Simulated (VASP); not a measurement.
# Sc (Cmmm) in VASP: a series of runs

Runs on Sc. Level: PBE. Tasks: single point.

All numbers are computed with VASP 6.6.1; they aren't measurements. Logs are shortened: lines on timing, memory, paths and dates and some standing lists are left out, and cuts for length are marked.

## (1) The cell of the first run

The typed cell holds 3 atoms: a = 5.017 Å, b = 5.017 Å, c = 3.167 Å, α = 90.00°, β = 90.00°, γ = 59.98°.

This isn't the form of Sc at room conditions, which is hcp.

## (2) Single point, PBE (23.01 Å³/atom)

INCAR

```
SYSTEM = Sc
  PREC = Accurate
  ENCUT = 520
  EDIFF = 1E-6
  ISMEAR = 0
  SIGMA = 0.1
  LREAL = .FALSE.
  LASPH = .TRUE.
  NELM = 60
  ALGO = Fast
  ISIF = 2
  LWAVE = .FALSE.
  LCHARG = .FALSE.
  GGA = PE
  NBANDS = 24
```

KPOINTS

```
Automatic mesh
0
G
  10 10 14
  0 0 0
```

POSCAR

```
Sc
1.0
    4.3456245479     -2.5081265919      0.0023727378
    4.3456245479      2.5081265919      0.0023727378
   -0.0017050973      0.0000000000      3.1666212389
Sc
3
Direct
    0.3333446973      0.3333446973      0.9999975877
    0.0000000000      0.0000000000      0.5000000000
    0.6666553027      0.6666553027      0.0000024123
```

Potentials or basis: VASP PAW PBE potentials, release 64 (Sc_sv).

Started as:

```sh
> cat potpaw_PBE.64/Sc_sv/POTCAR > POTCAR
> mpirun -np 1 vasp_std > vasp.out
```

OUTCAR:

```text
SYSTEM = Sc
   PREC = Accurate
   ENCUT = 520
   EDIFF = 1E-6
   ISMEAR = 0
   LREAL = .FALSE.
   LASPH = .TRUE.
   NELM = 60
   ISIF = 2
   GGA = PE

 ion  position               nearest neighbor table
   1  0.333  0.333  1.000-   3 2.90   3 2.90   3 2.90   2 3.30   2 3.30   2 3.30   2 3.30   2 3.30
                             2 3.30
   2  0.000  0.000  0.500-   3 3.30   3 3.30   1 3.30   1 3.30   3 3.30   1 3.30   3 3.30   1 3.30
                             3 3.30   1 3.30   3 3.30   1 3.30
   3  0.667  0.667  0.000-   1 2.90   1 2.90   1 2.90   2 3.30   2 3.30   2 3.30   2 3.30   2 3.30
                             2 3.30

  LATTYP: Found a simple monoclinic cell.
 ALAT       =     5.0162531838
 B/A-ratio  =     0.6312723026
 C/A-ratio  =     1.0002455971
 COS(beta)  =    -0.4998772316

  Lattice vectors:

 A1 = (   0.0000000000,  -5.0162531838,   0.0000000000)
 A2 = (  -0.0017050973,   0.0000000000,   3.1666212389)
 A3 = (  -4.3456245479,   2.5081265919,  -0.0023727378)

Analysis of symmetry for initial positions (statically):
=====================================================================
 Subroutine PRICEL returns:
 Original cell was already a primitive cell.

 Routine SETGRP: Setting up the symmetry group for a
 simple monoclinic supercell.

 Subroutine GETGRP returns: Found  4 space group operations
 (whereof  4 operations were pure point group operations)
 out of a pool of  4 trial point group operations.

The static configuration has the point symmetry C_2h.

Analysis of symmetry for dynamics (positions and initial velocities):
=====================================================================
 Subroutine PRICEL returns:
 Original cell was already a primitive cell.

 Routine SETGRP: Setting up the symmetry group for a
 simple monoclinic supercell.

 Subroutine GETGRP returns: Found  4 space group operations
 (whereof  4 operations were pure point group operations)
 out of a pool of  4 trial point group operations.

The dynamic configuration has the point symmetry C_2h.

 Subroutine INISYM returns: Found  4 space group operations
 (whereof  4 operations are pure point group operations),
 and found     1 'primitive' translations

----------------------------------------------------------------------------------------

                                     Primitive cell

  volume of cell :      69.0284

[... 88 lines left out ...]
   ENCUT  =  520.0 eV  38.22 Ry    6.18 a.u.   9.33  9.33  5.89*2*pi/ulx,y,z
   NELM   =     60;   NELMIN=  2; NELMDL= -5     # of ELM steps
   EDIFF  = 0.1E-05   stopping-criterion for ELM
   LREAL  =      F    real-space projection
   EDIFFG = 0.1E-04   stopping-criterion for IOM
   NSW    =      0    number of steps for IOM
   IBRION =     -1    ionic relax: 0-MD 1-quasi-New 2-CG
   NFREE  =      0    steps in history (QN), initial steepest desc. (CG)
   ISIF   =      2    stress and relaxation
   ISYM   =      2    0-nonsym 1-usesym 2-fastsym
   POTIM  = 0.5000    time-step for ionic-motion
   TEBEG  =    0.0;   TEEND  =   0.0 temperature during run
   PSTRESS=    0.0 pullay stress
   NELECT =      33.0000    total number of electrons
   NUPDOWN=      -1.0000    fix difference up-down
   EMIN   =  10.00;   EMAX   =-10.00  energy-range for DOS
   EFERMI =   0.00;   METHOD = LEGACY
   ISMEAR =     0;   SIGMA  =   0.10  broadening in eV -4-tet -1-fermi 0-gaus
   EFERMI_NEDOS =   21; number of points for ismear=-14 and -15
   IALGO  =     68    algorithm
   IMIX   =      4    mixing-type and parameters
     AMIX     =   0.40;   BMIX     =  1.00
     AMIX_MAG =   1.60;   BMIX_MAG =  1.00
  volume/ion in A,a.u.               =      23.01       155.28
  Fermi-wavevector in a.u.,A,eV,Ry     =   1.280079  2.418999 22.294544  1.638603
  Thomas-Fermi vector in A             =   2.412528
   LORBIT       =      0    0 simple, 1 ext, 2 COOP (PROOUT), +10 PAW based schemes
   GGA     = PE    functional components
   LHFCALC =     F    Hartree Fock is set to
   AEXX    =    0.0000 exact exchange contribution
   IVDW    =     0    specifies the selected vdW correction
   LEPSILON=     F    determine dielectric tensor
   LRPA    =     F    only Hartree local field effects (RPA)
 non-spin polarized calculation
 RMM-DIIS sequential band-by-band and
 Gauss-broadening in eV      SIGMA  =   0.10
  energy-cutoff  :      520.00
  volume of cell :       69.03
 maximum number of plane-waves:      1884
 NGX is ok and might be reduce to    40
   NGX = 19   NGY = 19   NGZ = 11

 number of electron      33.0000001 magnetization

 Free energy of the ion-electron system (eV)
  ---------------------------------------------------
  ext. energy  EPLUGINS =         0.00000000
  ---------------------------------------------------
  free energy    TOTEN  =       -18.53349953 eV

  energy without entropy =      -18.50344112  energy(sigma->0) =      -18.51847032

 E-fermi :   4.0211     XC(G=0): -10.1521

 val. band max:        4.0159379841   @ k =   0.4000   0.1000   0.3571
 cond. band min:       4.0238658020   @ k =   0.0000   0.0000   0.0000
 fundamental gap:      0.0079278178
 Fermi energy:         4.0211384959

 k-point     1 :       0.0000    0.0000    0.0000
  band No.  band energies     occupation
      1     -45.2096      2.00000
      2     -45.1179      2.00000
      3     -45.0702      2.00000
      4     -24.0095      2.00000
      5     -24.0093      2.00000
      6     -23.8594      2.00000
[... 637 lines left out ...]
     23       6.2381      0.00000
     24       7.0428      0.00000

 [... further k-points ...]

------------------------ aborting loop because EDIFF is reached ----------------------------------------

  FORCE on cell =-STRESS in cart. coord.  units (eV):
  Direction    XX          YY          ZZ          XY          YZ          ZX
  --------------------------------------------------------------------------------------
  -------------------------------------------------------------------------------------
  Total        1.5780753      1.5836186      1.6210866      0.0000004      0.0000000     -0.0000113
  in kB       36.6277650     36.7564273     37.6260743      0.0000097      0.0000000     -0.0002611
  external PRESSURE =      37.0034222 kB  Pullay stress =       0.0000000 kB

 VOLUME and BASIS-vectors are now :
 -----------------------------------------------------------------------------
  energy-cutoff  :      520.00
  volume of cell :       69.03
      direct lattice vectors                 reciprocal lattice vectors
     4.345624548 -2.508126592  0.002372738     0.115058226 -0.199351979  0.000061954
     4.345624548  2.508126592  0.002372738     0.115058226  0.199351979  0.000061954
    -0.001705097  0.000000000  3.166621239    -0.000172425  0.000000000  0.315793911

 POSITION                                       TOTAL-FORCE (eV/Angst)
 -----------------------------------------------------------------------------------
      2.89548      0.00000      3.16820        -0.000203     -0.000057     -0.000000
     -0.00085      0.00000      1.58331        -0.000000     -0.000000      0.000000
      5.79407      0.00000      0.00317         0.000203      0.000057      0.000000
 -----------------------------------------------------------------------------------
    total drift:                                0.000000      0.000000     -0.000000

  FREE ENERGIE OF THE ION-ELECTRON SYSTEM (eV)
  ---------------------------------------------------
  free  energy   TOTEN  =       -18.5334995315 eV

  energy  without entropy=      -18.5034411172  energy(sigma->0) =      -18.51847032
```

stdout:

```text
POSCAR found type information on POSCAR Sc
 POSCAR found :  1 types and       3 ions
 scaLAPACK will be used
 -----------------------------------------------------------------------------
|                                                                             |
|           W    W    AA    RRRRR   N    N  II  N    N   GGGG   !!!           |
|           W    W   A  A   R    R  NN   N  II  NN   N  G    G  !!!           |
[... 18 lines left out ...]
 -----------------------------------------------------------------------------

 LDA part: xc-table for (Slater+PW92), standard interpolation
 POSCAR, INCAR and KPOINTS ok, starting setup
 FFT: planning ... GRIDC
 FFT: planning ... GRID_SOFT
 FFT: planning ... GRID
 WAVECAR not read
 entering main loop
```

It took 7.4 min on 1 thread of AMD EPYC 9R45 (Zen 5), shared host; peak memory 0.56 GiB.

What came out:

- Free energy: -18.5335 eV
- Pressure: 3.7 GPa
- Band gap on the k mesh: zero (an odd number of electrons rules out a gap without spin polarisation)

Stress tensor (GPa, compression positive):
```
3.66 0.00 0.00
0.00 3.68 0.00
0.00 0.00 3.76
```

Caveat: the cell stands under pressure.

[end of part 1 of 2]
